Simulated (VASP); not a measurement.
# Ru (P6_3/mmc) in VASP: notebook, part 2 of 3

VASP 6.6.1. Earlier steps stand in the parts before.

## (3) Electric field gradients, PBE

This run uses another cell than the first one, of 13.57 Å³/atom, 1.042 times its volume.

Contents of INCAR:

```
ALGO = Normal
EDIFF = 1E-8
ENCUT = 520
GGA = PE
ISIF = 2
ISMEAR = -1
LASPH = T
LCHARG = F
LEFG = T
LREAL = F
LWAVE = F
NBANDS = 21
NELM = 100
PREC = Accurate
SIGMA = 0.03
```

Contents of KPOINTS:

```
k-points
0
Gamma
  14 14 8
```

Contents of POSCAR:

```
Ru
1.0
    2.7057993342      0.0000000000      0.0000000000
   -1.3528996671      2.3432909610      0.0000000000
    0.0000000000      0.0000000000      4.2819000000
Ru
2
Direct
    0.3333333333      0.6666666667      0.2500000000
    0.6666666667      0.3333333333      0.7500000000
```

Potentials or basis: VASP PAW PBE potentials, release 64 (Ru_pv).

Run with:

```console
> cat potpaw_PBE.64/Ru_pv/POTCAR > POTCAR
> mpirun -np 1 vasp_std > vasp.out
```

OUTCAR:

```text
EDIFF = 1E-8
   ENCUT = 520
   GGA = PE
   ISIF = 2
   ISMEAR = -1
   LASPH = T
   LREAL = F
   NELM = 100
   PREC = Accurate

 ion  position               nearest neighbor table
   1  0.333  0.667  0.250-   2 2.65   2 2.65   2 2.65   2 2.65   2 2.65   2 2.65
   2  0.667  0.333  0.750-   1 2.65   1 2.65   1 2.65   1 2.65   1 2.65   1 2.65

  LATTYP: Found a hexagonal cell.
 ALAT       =     2.7057993342
 C/A-ratio  =     1.5824898565

  Lattice vectors:

 A1 = (   2.7057993342,   0.0000000000,   0.0000000000)
 A2 = (  -1.3528996671,   2.3432909610,   0.0000000000)
 A3 = (   0.0000000000,   0.0000000000,   4.2819000000)

Analysis of symmetry for initial positions (statically):
=====================================================================
 Subroutine PRICEL returns:
 Original cell was already a primitive cell.

 Routine SETGRP: Setting up the symmetry group for a
 hexagonal supercell.

 Subroutine GETGRP returns: Found 24 space group operations
 (whereof 12 operations were pure point group operations)
 out of a pool of 24 trial point group operations.

The static configuration has the point symmetry D_3d.
 The point group associated with its full space group is D_6h.

Analysis of symmetry for dynamics (positions and initial velocities):
=====================================================================
 Subroutine PRICEL returns:
 Original cell was already a primitive cell.

 Routine SETGRP: Setting up the symmetry group for a
 hexagonal supercell.

 Subroutine GETGRP returns: Found 24 space group operations
 (whereof 12 operations were pure point group operations)
 out of a pool of 24 trial point group operations.
[... 158 lines left out ...]
  band No.  band energies     occupation
      1     -30.8113      2.00000
      2     -29.8715      2.00000
      3     -29.8715      2.00000
      4     -29.7013      2.00000
      5     -29.7013      2.00000
      6     -29.6675      2.00000
[... 565 lines left out ...]
     20      23.2599      0.00000
     21      23.2601      0.00000

 [... further k-points ...]

------------------------ aborting loop because EDIFF is reached ----------------------------------------

  FORCE on cell =-STRESS in cart. coord.  units (eV):
  Direction    XX          YY          ZZ          XY          YZ          ZX
  --------------------------------------------------------------------------------------
  -------------------------------------------------------------------------------------
  Total        0.8492569      0.8492569      0.5735094     -0.0000000      0.0000000      0.0000000
  in kB       50.1177262     50.1177262     33.8448664     -0.0000000      0.0000000      0.0000000
  external PRESSURE =      44.6934396 kB  Pullay stress =       0.0000000 kB

 VOLUME and BASIS-vectors are now :
 -----------------------------------------------------------------------------
  energy-cutoff  :      520.00
  volume of cell :       27.15
      direct lattice vectors                 reciprocal lattice vectors
     2.705799334  0.000000000  0.000000000     0.369576556  0.213375124  0.000000000
    -1.352899667  2.343290961  0.000000000     0.000000000  0.426750249  0.000000000
     0.000000000  0.000000000  4.281900000     0.000000000  0.000000000  0.233541185

 POSITION                                       TOTAL-FORCE (eV/Angst)
 -----------------------------------------------------------------------------------
     -0.00000      1.56219      1.07048         0.000000     -0.000000      0.000000
      1.35290      0.78110      3.21143        -0.000000      0.000000      0.000000
 -----------------------------------------------------------------------------------
    total drift:                               -0.000000      0.000000     -0.000000

  FREE ENERGIE OF THE ION-ELECTRON SYSTEM (eV)
  ---------------------------------------------------
  free  energy   TOTEN  =       -18.4601074566 eV

  energy  without entropy=      -18.4534099658  energy(sigma->0) =      -18.45675871

 Electric field gradients (V/A^2)
---------------------------------------------------------------------
 ion       V_xx      V_yy      V_zz      V_xy      V_xz      V_yz
---------------------------------------------------------------------
   1       6.460     6.463   -12.923     0.002     0.000    -0.000
   2       6.460     6.463   -12.923     0.002    -0.000     0.000
---------------------------------------------------------------------

 Electric field gradients after diagonalization (V/A^2)
 (convention: |V_zz| > |V_xx| > |V_yy|)
----------------------------------------------------------------------
 ion       V_xx      V_yy      V_zz     asymmetry (V_yy - V_xx)/ V_zz
----------------------------------------------------------------------
   1       6.464     6.459   -12.923       0.000
   2       6.464     6.459   -12.923       0.000
----------------------------------------------------------------------

           NMR quadrupolar parameters

 Cq : quadrupolar parameter    Cq=e*Q*V_zz/h
 eta: asymmetry parameters     (V_yy - V_xx)/ V_zz
 Q  : nuclear electric quadrupole moment in mb (millibarn)
----------------------------------------------------------------------
 ion       Cq(MHz)       eta       Q (mb)
----------------------------------------------------------------------
   1      -0.031       0.000       1.000
   2      -0.031       0.000       1.000
----------------------------------------------------------------------
```

OSZICAR:

```text
N       E                     dE             d eps       ncg     rms          rms(c)
DAV:   1     0.289345163985E+03    0.28935E+03   -0.17534E+04  5048   0.149E+03
DAV:   2    -0.140363842622E+02   -0.30338E+03   -0.29420E+03  5153   0.445E+02
DAV:   3    -0.197635107551E+02   -0.57271E+01   -0.56967E+01  5970   0.689E+01
DAV:   4    -0.198064127731E+02   -0.42902E-01   -0.42851E-01  6212   0.569E+00
DAV:   5    -0.198070182606E+02   -0.60549E-03   -0.60046E-03  5829   0.589E-01    0.178E+01
DAV:   6    -0.185444780832E+02    0.12625E+01   -0.28504E+00  5750   0.165E+01    0.478E+00
DAV:   7    -0.184678544390E+02    0.76624E-01   -0.41927E-01  5750   0.484E+00    0.105E+00
DAV:   8    -0.184605662126E+02    0.72882E-02   -0.16401E-02  5550   0.107E+00    0.356E-01
DAV:   9    -0.184601012177E+02    0.46499E-03   -0.87095E-04  5720   0.315E-01    0.342E-02
DAV:  10    -0.184601103921E+02   -0.91744E-05   -0.55990E-05  5770   0.779E-02    0.188E-02
DAV:  11    -0.184601074383E+02    0.29538E-05   -0.83243E-06  5610   0.276E-02    0.113E-03
DAV:  12    -0.184601074242E+02    0.14053E-07   -0.78389E-08  5865   0.261E-03    0.786E-04
DAV:  13    -0.184601074660E+02   -0.41803E-07   -0.12435E-09  3605   0.351E-04    0.565E-05
DAV:  14    -0.184601074525E+02    0.13542E-07   -0.11144E-10  3195   0.114E-04    0.248E-05
DAV:  15    -0.184601074566E+02   -0.41582E-08   -0.13264E-11  2940   0.387E-05
   1 F= -.18460107E+02 E0= -.18456759E+02  d E =-.669749E-02
```

stdout:

```text
POSCAR found type information on POSCAR Ru
 POSCAR found :  1 types and       2 ions
 scaLAPACK will be used
 LDA part: xc-table for (Slater+PW92), standard interpolation
 POSCAR, INCAR and KPOINTS ok, starting setup
 FFT: planning ... GRIDC
 FFT: planning ... GRID_SOFT
 FFT: planning ... GRID
 WAVECAR not read
 entering main loop
ion   1

ion   2
```

Run time: 48 s. Hardware: 1 thread of AMD EPYC 7R13 (Zen 3), shared host; peak memory 0.14 GiB.

What came out:

| Property | Result |
| --- | --- |
| Free energy | -18.4601 eV |
| Pressure | 4.5 GPa |
| Band gap on the k mesh | zero (band 14 reaches 14.47 eV, above the bottom of band 15 at 11.34 eV) |

Electric field gradients, principal values (V/Å²):
| atom | least | middle | greatest (by size) |
| --- | --- | --- | --- |
| 1 Ru | 6.459 | 6.464 | -12.923 |
| 2 Ru | 6.459 | 6.464 | -12.923 |

Caveat: without QUAD_EFG the Cq values of the log hold for a quadrupole moment of 1 mb, not for the nuclei.

## (4) Electric field gradients, PBE (volume scaled by 1.04)

Contents of INCAR:

```
SYSTEM = Ru
PREC     = Accurate       ! precision mode
ENCUT    = 520            ! plane-wave cutoff, eV
EDIFF    = 1E-8           ! SCF threshold, eV
ISMEAR   = -1             ! smearing method
SIGMA    = 0.03           ! smearing width, eV
LREAL    = .FALSE.        ! projectors in reciprocal space
LASPH    = .TRUE.         ! aspherical terms in the spheres
NELM     = 80             ! most SCF steps
ALGO     = Normal         ! electronic algorithm
ISIF     = 2              ! what is computed and relaxed
LWAVE    = .FALSE.        ! write WAVECAR
LCHARG   = .FALSE.        ! write CHGCAR
GGA      = PE             ! functional
LEFG     = .TRUE.       
NBANDS   = 21             ! bands
```

Contents of KPOINTS:

```
Automatic mesh
0
G
  14 14 8
  0 0 0
```

Contents of POSCAR:

```
Ru
1.0
    2.7414060403      0.0000000000      0.0000000000
   -1.3707030201      2.3741272730      0.0000000000
    0.0000000000      0.0000000000      4.3382472512
Ru
2
Direct
    0.3333333333      0.6666666667      0.2500000000
    0.6666666667      0.3333333333      0.7500000000
```

Potentials or basis: VASP PAW PBE potentials, release 64 (Ru_pv).

Run with:

```console
> cat potpaw_PBE.64/Ru_pv/POTCAR > POTCAR
> mpirun -np 1 vasp_std > vasp.out
```

OUTCAR:

```text
SYSTEM = Ru
   PREC = Accurate
   ENCUT = 520
   EDIFF = 1E-8
   ISMEAR = -1
   LREAL = .FALSE.
   LASPH = .TRUE.
   NELM = 80
   ISIF = 2
   GGA = PE

 ion  position               nearest neighbor table
   1  0.333  0.667  0.250-   2 2.69   2 2.69   2 2.69   2 2.69   2 2.69   2 2.69
   2  0.667  0.333  0.750-   1 2.69   1 2.69   1 2.69   1 2.69   1 2.69   1 2.69

  LATTYP: Found a hexagonal cell.
 ALAT       =     2.7414060403
 C/A-ratio  =     1.5824898565

  Lattice vectors:

 A1 = (   2.7414060403,   0.0000000000,   0.0000000000)
 A2 = (  -1.3707030201,   2.3741272730,   0.0000000000)
 A3 = (   0.0000000000,   0.0000000000,   4.3382472512)

Analysis of symmetry for initial positions (statically):
=====================================================================
 Subroutine PRICEL returns:
 Original cell was already a primitive cell.

 Routine SETGRP: Setting up the symmetry group for a
 hexagonal supercell.

 Subroutine GETGRP returns: Found 24 space group operations
 (whereof 12 operations were pure point group operations)
 out of a pool of 24 trial point group operations.

The static configuration has the point symmetry D_3d.
 The point group associated with its full space group is D_6h.

Analysis of symmetry for dynamics (positions and initial velocities):
=====================================================================
 Subroutine PRICEL returns:
 Original cell was already a primitive cell.

 Routine SETGRP: Setting up the symmetry group for a
 hexagonal supercell.

 Subroutine GETGRP returns: Found 24 space group operations
 (whereof 12 operations were pure point group operations)
[... 156 lines left out ...]

 k-point     1 :       0.0000    0.0000    0.0000
  band No.  band energies     occupation
      1     -31.3709      2.00000
      2     -30.5451      2.00000
      3     -30.5451      2.00000
      4     -30.3945      2.00000
      5     -30.3945      2.00000
      6     -30.3666      2.00000
[... 565 lines left out ...]
     20      22.6063      0.00000
     21      22.6064      0.00000

 [... further k-points ...]

------------------------ aborting loop because EDIFF is reached ----------------------------------------

  FORCE on cell =-STRESS in cart. coord.  units (eV):
  Direction    XX          YY          ZZ          XY          YZ          ZX
  --------------------------------------------------------------------------------------
  -------------------------------------------------------------------------------------
  Total       -1.1923671     -1.1923671     -1.5774870     -0.0000000      0.0000000     -0.0000000
  in kB      -67.6595178    -67.6595178    -89.5127123     -0.0000000      0.0000000     -0.0000000
  external PRESSURE =     -74.9439160 kB  Pullay stress =       0.0000000 kB

 VOLUME and BASIS-vectors are now :
 -----------------------------------------------------------------------------
  energy-cutoff  :      520.00
  volume of cell :       28.24
      direct lattice vectors                 reciprocal lattice vectors
     2.741406040  0.000000000  0.000000000     0.364776317  0.210603705  0.000000000
    -1.370703020  2.374127273  0.000000000     0.000000000  0.421207410  0.000000000
     0.000000000  0.000000000  4.338247251     0.000000000  0.000000000  0.230507839

 POSITION                                       TOTAL-FORCE (eV/Angst)
 -----------------------------------------------------------------------------------
     -0.00000      1.58275      1.08456         0.000000      0.000000      0.000000
      1.37070      0.79138      3.25369        -0.000000      0.000000      0.000000
 -----------------------------------------------------------------------------------
    total drift:                                0.000000     -0.000000      0.000000

  FREE ENERGIE OF THE ION-ELECTRON SYSTEM (eV)
  ---------------------------------------------------
  free  energy   TOTEN  =       -18.4490803064 eV

  energy  without entropy=      -18.4420023129  energy(sigma->0) =      -18.44554131

 Electric field gradients (V/A^2)
---------------------------------------------------------------------
 ion       V_xx      V_yy      V_zz      V_xy      V_xz      V_yz
---------------------------------------------------------------------
   1       5.934     5.936   -11.870     0.002     0.000     0.000
   2       5.934     5.936   -11.870     0.002     0.000     0.000
---------------------------------------------------------------------

 Electric field gradients after diagonalization (V/A^2)
 (convention: |V_zz| > |V_xx| > |V_yy|)
----------------------------------------------------------------------
 ion       V_xx      V_yy      V_zz     asymmetry (V_yy - V_xx)/ V_zz
----------------------------------------------------------------------
   1       5.938     5.932   -11.870       0.000
   2       5.938     5.932   -11.870       0.000
----------------------------------------------------------------------

           NMR quadrupolar parameters

 Cq : quadrupolar parameter    Cq=e*Q*V_zz/h
 eta: asymmetry parameters     (V_yy - V_xx)/ V_zz
 Q  : nuclear electric quadrupole moment in mb (millibarn)
----------------------------------------------------------------------
 ion       Cq(MHz)       eta       Q (mb)
----------------------------------------------------------------------
   1      -0.029       0.000       1.000
   2      -0.029       0.000       1.000
----------------------------------------------------------------------
```

OSZICAR:

```text
N       E                     dE             d eps       ncg     rms          rms(c)
DAV:   1     0.283685553122E+03    0.28369E+03   -0.17669E+04  5040   0.147E+03
DAV:   2    -0.141914610034E+02   -0.29788E+03   -0.28885E+03  5213   0.440E+02
DAV:   3    -0.197947151538E+02   -0.56033E+01   -0.55724E+01  5895   0.676E+01
DAV:   4    -0.198365770114E+02   -0.41862E-01   -0.41814E-01  6454   0.554E+00
DAV:   5    -0.198371006012E+02   -0.52359E-03   -0.52148E-03  5716   0.536E-01    0.162E+01
DAV:   6    -0.185247380689E+02    0.13124E+01   -0.30434E+00  5680   0.170E+01    0.395E+00
DAV:   7    -0.184560695032E+02    0.68669E-01   -0.35816E-01  5885   0.441E+00    0.959E-01
DAV:   8    -0.184495362659E+02    0.65332E-02   -0.17613E-02  5489   0.974E-01    0.313E-01
DAV:   9    -0.184490733225E+02    0.46294E-03   -0.10438E-03  5758   0.343E-01    0.323E-02
DAV:  10    -0.184490853389E+02   -0.12016E-04   -0.77332E-05  5700   0.896E-02    0.226E-02
DAV:  11    -0.184490802815E+02    0.50574E-05   -0.13849E-05  5720   0.346E-02    0.110E-03
DAV:  12    -0.184490802654E+02    0.16086E-07   -0.87153E-08  5796   0.291E-03    0.605E-04
DAV:  13    -0.184490803214E+02   -0.56005E-07   -0.16231E-09  3700   0.328E-04    0.791E-05
DAV:  14    -0.184490803029E+02    0.18546E-07   -0.44396E-10  3255   0.205E-04    0.237E-05
DAV:  15    -0.184490803064E+02   -0.35420E-08   -0.27032E-11  3140   0.500E-05
   1 F= -.18449080E+02 E0= -.18445541E+02  d E =-.707799E-02
```

stdout:

```text
POSCAR found type information on POSCAR Ru
 POSCAR found :  1 types and       2 ions
 scaLAPACK will be used
 LDA part: xc-table for (Slater+PW92), standard interpolation
 POSCAR, INCAR and KPOINTS ok, starting setup
 FFT: planning ... GRIDC
 FFT: planning ... GRID_SOFT
 FFT: planning ... GRID
 WAVECAR not read
 entering main loop
ion   1

ion   2
```

It took 53 s on 1 thread of AMD EPYC 7R13 (Zen 3), shared host; peak memory 0.14 GiB.

What came out:

```yaml
Free_energy: -18.4491 eV
Pressure: -7.5 GPa
Band_gap_on_the_k_mesh: zero (band 14 reaches 13.66 eV, above the bottom of band 15 at 10.72 eV)
```

Levels at points of the mesh, in eV from the Fermi level:
| k point | band 12 | band 13 | band 14 | band 15 | band 16 | band 17 |
| --- | --- | --- | --- | --- | --- | --- |
| (0.00, 0.00, 0.00) | -1.79 | -1.79 | -1.30 | -1.30 | 1.13 | 1.13 |
| (0.50, 0.00, 0.00) | -1.71 | -1.43 | 1.35 | 1.74 | 1.80 | 3.87 |
| (0.00, 0.00, 0.50) | -2.59 | -2.57 | -2.57 | 0.52 | 0.52 | 0.52 |
| (0.50, 0.00, 0.50) | -0.98 | 0.44 | 0.44 | 1.59 | 1.59 | 3.26 |

Electric field gradients, principal values (V/Å²):
```
atom  least  middle  greatest (by size)
1 Ru  5.932   5.938             -11.870
2 Ru  5.932   5.938             -11.870
```

Caveat: the cell differs from its parent crystal (volume scaled by 1.04); without QUAD_EFG the Cq values of the log hold for a quadrupole moment of 1 mb, not for the nuclei.

(Continued in part 3 of 3.)
